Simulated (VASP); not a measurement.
Write the native input for VASP 6.6.1 that does the following.

* Task: single point
* Functional: BLYP
* Potentials or basis: VASP PAW PBE potentials, release 64 (In_d)
* Cutoff: 520 eV
* k mesh: 9 × 9 × 12
* Occupations: fermi-dirac, width 0.1 eV
* Spin: no spin polarisation
* Dipole correction: no
* Further INCAR settings: ALGO = Normal; EDIFF = 1e-06; NBANDS = 26

The structure of In lies in POSCAR:

```
In
1.0
    5.5863834766      0.0000000000      0.0000000000
   -2.7931917384      4.8379500060      0.0000000000
    0.0000000000      0.0000000000      3.4951643125
In
3
Direct
    0.0000000000      0.0000000000      0.0000000000
    0.3333333333      0.6666666667      0.5000000000
    0.6666666667      0.3333333333      0.5000000000
```

This isn't the form of In at room conditions, which is tetragonal.

These files were run (other wordings do the same):

INCAR

```
PREC = Accurate
ENCUT = 520
EDIFF = 1E-6
ISMEAR = -1
SIGMA = 0.1
LREAL = F
LASPH = T
NELM = 100
ALGO = Normal
ISIF = 2
LWAVE = F
LCHARG = T
GGA = B5
ALDAX = 1.0
AGGAX = 1.0
AGGAC = 1.0
ALDAC = 0.0
LELF = T
LVHAR = T
NBANDS = 26
```

KPOINTS

```
regular mesh
0
Gamma
  9 9 12
```

Potentials or basis: VASP PAW PBE potentials, release 64 (In_d).

Command:

```sh
$ cat potpaw_PBE.64/In_d/POTCAR > POTCAR
$ mpirun -np 1 vasp_std > vasp.out
```

It gave:

| Property | Result |
| --- | --- |
| Pressure | 0.3 GPa |
| Band gap on the k mesh | zero (an odd number of electrons rules out a gap without spin polarisation) |

Caveat: the PAW data sets were made with another functional, which shifts forces and pressure a little; spin-orbit coupling is left out, which moves the levels of the heavy elements.

Wall time 4.6 min on 1 thread of Intel Xeon 8259CL, with other jobs on the host, peak memory 0.31 GiB.
